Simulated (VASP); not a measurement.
# InF (F-43m) in VASP: elastic constants with LDA

Aim: the elastic constants of InF with LDA.

Program: VASP 6.6.1. These are calculated values, not measurements. Logs are shortened: lines on timing, memory, paths and dates and some standing lists are left out, and cuts for length are marked.

**1. The cell of the first run**

It takes space group F-43m (No. 216, cubic). Conventional cell: a = 5.594 Å, b = 5.594 Å, c = 5.594 Å, α = 90.00°, β = 90.00°, γ = 90.00°. In (site symmetry -43m) has 4 F at 2.42 Å within 3.2 Å. F (site symmetry -43m) has 4 In at 2.42 Å within 3.2 Å.

**2. Elastic constants, LDA**

INCAR

```
SYSTEM = InF
PREC     = Accurate       ! precision mode
ENCUT    = 600            ! plane-wave cutoff, eV
EDIFF    = 1E-8           ! SCF threshold, eV
ISMEAR   = 0              ! smearing method
SIGMA    = 0.01           ! smearing width, eV
LREAL    = .False.        ! projectors in reciprocal space
LASPH    = .True.         ! aspherical terms in the spheres
NELM     = 80             ! most SCF steps
ALGO     = Normal         ! electronic algorithm
ISIF     = 3              ! what is computed and relaxed
LWAVE    = .False.        ! write WAVECAR
LCHARG   = .False.        ! write CHGCAR
NBANDS   = 17             ! bands
IBRION   = 6              ! ionic algorithm
NFREE    = 2            
POTIM    = 0.015          ! step
NSW      = 1              ! ionic steps
```

KPOINTS

```
Automatic mesh
0
Gamma
  8 8 8
  0 0 0
```

POSCAR

```
InF
1.0
    0.0000000000      2.7968000000      2.7968000000
    2.7968000000      0.0000000000      2.7968000000
    2.7968000000      2.7968000000      0.0000000000
In F
1 1
Direct
    0.0000000000      0.0000000000      0.0000000000
    0.2500000000      0.2500000000      0.2500000000
```

Potentials or basis: VASP PAW LDA potentials, release 64 (In_d, F).

Started as:

```sh
$ cat potpaw_LDA.64/In_d/POTCAR potpaw_LDA.64/F/POTCAR > POTCAR
$ mpirun -np 1 vasp_std > vasp.out
```

OUTCAR:

```text
SYSTEM = InF
   PREC = Accurate
   ENCUT = 600
   EDIFF = 1E-8
   ISMEAR = 0
   LREAL = .False.
   LASPH = .True.
   NELM = 80
   ISIF = 3
   IBRION = 6
   NFREE = 2
   POTIM = 0.015
   NSW = 1

 ion  position               nearest neighbor table
   1  0.000  0.000  0.000-   2 2.42   2 2.42   2 2.42   2 2.42
   2  0.250  0.250  0.250-   1 2.42   1 2.42   1 2.42   1 2.42

  LATTYP: Found a face centered cubic cell.
 ALAT       =     5.5936000000

  Lattice vectors:

 A1 = (   0.0000000000,   2.7968000000,   2.7968000000)
 A2 = (   2.7968000000,   0.0000000000,   2.7968000000)
 A3 = (   2.7968000000,   2.7968000000,   0.0000000000)

Analysis of symmetry for initial positions (statically):
=====================================================================
 Subroutine PRICEL returns:
 Original cell was already a primitive cell.

 Routine SETGRP: Setting up the symmetry group for a
 face centered cubic supercell.

 Subroutine GETGRP returns: Found 24 space group operations
 (whereof 24 operations were pure point group operations)
 out of a pool of 48 trial point group operations.

The static configuration has the point symmetry T_d .

Analysis of symmetry for dynamics (positions and initial velocities):
=====================================================================
 Subroutine PRICEL returns:
 Original cell was already a primitive cell.

 Routine SETGRP: Setting up the symmetry group for a
 face centered cubic supercell.

 Subroutine GETGRP returns: Found 24 space group operations
 (whereof 24 operations were pure point group operations)
 out of a pool of 48 trial point group operations.

The dynamic configuration has the point symmetry T_d .

 Subroutine INISYM returns: Found 24 space group operations
 (whereof 24 operations are pure point group operations),
 and found     1 'primitive' translations

----------------------------------------------------------------------------------------

                                     Primitive cell

  volume of cell :      43.7536

  direct lattice vectors                    reciprocal lattice vectors
     0.000000000  2.796800000  2.796800000    -0.178775744  0.178775744  0.178775744
     2.796800000  0.000000000  2.796800000     0.178775744 -0.178775744  0.178775744
     2.796800000  2.796800000  0.000000000     0.178775744  0.178775744 -0.178775744

  length of vectors
     3.955272491  3.955272491  3.955272491     0.309648671  0.309648671  0.309648671

  position of ions in fractional coordinates (direct lattice)
     0.000000000  0.000000000  0.000000000
     0.250000000  0.250000000  0.250000000

  ion indices of the primitive-cell ions
   primitive index   ion index
                 1           1
                 2           2

----------------------------------------------------------------------------------------

 KPOINTS: Automatic mesh

Automatic generation of k-mesh.
 Grid dimensions read from file:
 generate k-points for:    8    8    8

 Generating k-lattice:

  Cartesian coordinates                     Fractional coordinates (reciprocal lattice)
[... 102 lines left out ...]

 Free energy of the ion-electron system (eV)
  ---------------------------------------------------
  ext. energy  EPLUGINS =         0.00000000
  ---------------------------------------------------
  free energy    TOTEN  =        -8.32300160 eV

  energy without entropy =       -8.32300160  energy(sigma->0) =       -8.32300160

------------------------ aborting loop because EDIFF is reached ----------------------------------------

  FORCE on cell =-STRESS in cart. coord.  units (eV):
  Direction    XX          YY          ZZ          XY          YZ          ZX
  --------------------------------------------------------------------------------------
  -------------------------------------------------------------------------------------
  Total        0.6778921      0.6778921      0.6778921      0.0000000      0.0000000     -0.0000000
  in kB       24.8231516     24.8231516     24.8231516      0.0000000      0.0000000     -0.0000000
  external PRESSURE =      24.8231516 kB  Pullay stress =       0.0000000 kB
[... 89 lines left out ...]
  FREE ENERGIE OF THE ION-ELECTRON SYSTEM (eV)
  ---------------------------------------------------
  free  energy   TOTEN  =        -8.3116262078 eV

  energy  without entropy=       -8.3116262078  energy(sigma->0) =       -8.31162621

[... ionic steps 4 to 14 ...]

--------------------------------------- Ionic step       15  -------------------------------------------

 number of electron      20.0000011 magnetization

------------------------ aborting loop because EDIFF is reached ----------------------------------------
[... 67 lines left out ...]
--------------------------------------- Ionic step       17  -------------------------------------------

 number of electron      20.0000006 magnetization

 Free energy of the ion-electron system (eV)
  ---------------------------------------------------
  ext. energy  EPLUGINS =         0.00000000
  ---------------------------------------------------
  free energy    TOTEN  =        -8.32281444 eV

  energy without entropy =       -8.32281444  energy(sigma->0) =       -8.32281444

 E-fermi :   3.7302     XC(G=0):  -9.3702

 val. band max:        3.6084869135   @ k =   0.5000   0.5000   0.0000
 cond. band min:       4.4382288298   @ k =   0.5000   0.5000   0.0000
 fundamental gap:      0.8297419163
 Fermi energy:         3.7301672017

 k-point     1 :       0.0000    0.0000    0.0000
  band No.  band energies     occupation
      1     -19.6421      2.00000
      2     -10.2996      2.00000
      3     -10.2979      2.00000
      4     -10.2965      2.00000
      5     -10.1734      2.00000
      6     -10.1734      2.00000
[... 457 lines left out ...]
      4     -10.1700      2.00000
      5     -10.1493      2.00000
      6     -10.0729      2.00000
[... 9 lines left out ...]
     16      17.1062      0.00000
     17      18.4557      0.00000

 [... further k-points ...]

------------------------ aborting loop because EDIFF is reached ----------------------------------------

  FORCE on cell =-STRESS in cart. coord.  units (eV):
  Direction    XX          YY          ZZ          XY          YZ          ZX
  --------------------------------------------------------------------------------------
  -------------------------------------------------------------------------------------
  Total        0.6787189      0.6791180      0.6791180      0.0000000      0.0398000      0.0000000
  in kB       24.8534272     24.8680419     24.8680419      0.0000000      1.4574018      0.0000000
  external PRESSURE =      24.8631703 kB  Pullay stress =       0.0000000 kB
[... 17 lines left out ...]
  FREE ENERGIE OF THE ION-ELECTRON SYSTEM (eV)
  ---------------------------------------------------
  free  energy   TOTEN  =        -8.3228144390 eV

  energy  without entropy=       -8.3228144390  energy(sigma->0) =       -8.32281444

 INTERNAL STRAIN TENSORS FROM STRAINED CELLS
 ============================================

 INTERNAL STRAIN TENSOR FOR ION    1 for displacements in x,y,z  (eV/Angst):
          X           Y           Z          XY          YZ          ZX
  --------------------------------------------------------------------------------
  x     0.00000     0.00000     0.00000     0.00000     2.65012    -0.00000
  y    -0.00000     0.00000    -0.00000    -0.00000    -0.00000     2.64929
  z    -0.00000     0.00000     0.00000     2.65075    -0.00000    -0.00000

 INTERNAL STRAIN TENSORS FROM DISPLACED ATOMS
 ============================================

 INTERNAL STRAIN TENSOR FOR ION    1 for displacements in x,y,z  (eV/Angst):
          X           Y           Z          XY          YZ          ZX
  --------------------------------------------------------------------------------
  x     0.00000     0.00000     0.00000     0.00000     2.65091     0.00000
  y     0.00000     0.00000     0.00000     0.00000    -0.00000     2.65091
  z     0.00000     0.00000     0.00000     2.65091     0.00000    -0.00000

 INTERNAL STRAIN TENSOR FOR ION    2 for displacements in x,y,z  (eV/Angst):
          X           Y           Z          XY          YZ          ZX
  --------------------------------------------------------------------------------
  x     0.00000     0.00000     0.00000    -0.00000    -2.65212     0.00000
  y     0.00000     0.00000     0.00000     0.00000     0.00000    -2.65212
  z     0.00000     0.00000     0.00000    -2.65212     0.00000     0.00000

 Eigenvectors and eigenvalues of the dynamical matrix
 ----------------------------------------------------

   1 f  =    4.935345 THz    31.009684 2PiTHz  164.625373 cm-1    20.410936 meV
             X         Y         Z           dx          dy          dz
      0.000000  0.000000  0.000000    -0.060321   -0.370381   -0.000000
      1.398400  1.398400  1.398400     0.148996    0.914866   -0.000000
[... 21 lines left out ...]
   6 f/i=    0.008133 THz     0.051099 2PiTHz    0.271276 cm-1     0.033634 meV
             X         Y         Z           dx          dy          dz
      0.000000  0.000000  0.000000     0.083891    0.115262    0.915891
      1.398400  1.398400  1.398400     0.033963    0.046664    0.370796

--------------------------------------------------------------------------------------------------------

 ELASTIC MODULI CONTR FROM IONIC RELAXATION (kBar)
 Direction    XX          YY          ZZ          XY          YZ          ZX
 --------------------------------------------------------------------------------
 XX           0.0000      0.0000      0.0000      0.0000      0.0000      0.0000
 YY           0.0000      0.0000      0.0000      0.0000      0.0000      0.0000
 ZZ           0.0000      0.0000      0.0000      0.0000      0.0000      0.0000
 XY           0.0000      0.0000      0.0000   -159.0037      0.0000      0.0000
 YZ           0.0000      0.0000      0.0000      0.0000   -159.0037     -0.0000
 ZX           0.0000      0.0000      0.0000      0.0000     -0.0000   -159.0037
 --------------------------------------------------------------------------------

 TOTAL ELASTIC MODULI (kBar)
 Direction    XX          YY          ZZ          XY          YZ          ZX
 --------------------------------------------------------------------------------
 XX         361.9972    434.6863    434.6863      0.0000      0.0000     -0.0000
 YY         434.6863    361.9972    434.6863      0.0000      0.0000      0.0000
 ZZ         434.6863    434.6863    361.9972      0.0000     -0.0000      0.0000
 XY           0.0000      0.0000      0.0000   -187.0428      0.0000      0.0000
 YZ           0.0000      0.0000     -0.0000      0.0000   -187.0428     -0.0000
 ZX          -0.0000      0.0000      0.0000      0.0000     -0.0000   -187.0428
 --------------------------------------------------------------------------------
```

It took 9.2 min on 1 thread of Intel Xeon 6975P-C, shared host; peak memory 0.35 GiB.

What came out:

* Elastic constants C11, C12, C44: 36, 43, -19 GPa
* Voigt bulk modulus: 41 GPa
* Highest phonon frequency at Γ, LO-TO splitting left out: 165 cm⁻¹

Phonon frequencies in cm⁻¹ (negative: imaginary):
```
              q point        frequencies
(0.000, 0.000, 0.000)  0 0 0 165 165 165
```

Elastic tensor in Voigt notation (GPa, in the Cartesian axes of the cell as first typed):
```
 36  43  43   0   0   0
 43  36  43   0   0   0
 43  43  36   0   0   0
  0   0   0 -19   0   0
  0   0   0   0 -19   0
  0   0   0   0   0 -19
```

Clamped-ion elastic tensor (GPa):
```
36 43 43  0  0  0
43 36 43  0  0  0
43 43 36  0  0  0
 0  0  0 -3  0  0
 0  0  0  0 -3  0
 0  0  0  0  0 -3
```

Caveat: the cell is under stress, which shifts elastic constants; the elastic tensor has a negative eigenvalue, so either the cell is unstable as it stands or the mesh is too thin; spin-orbit coupling is left out, which moves the levels of the heavy elements.
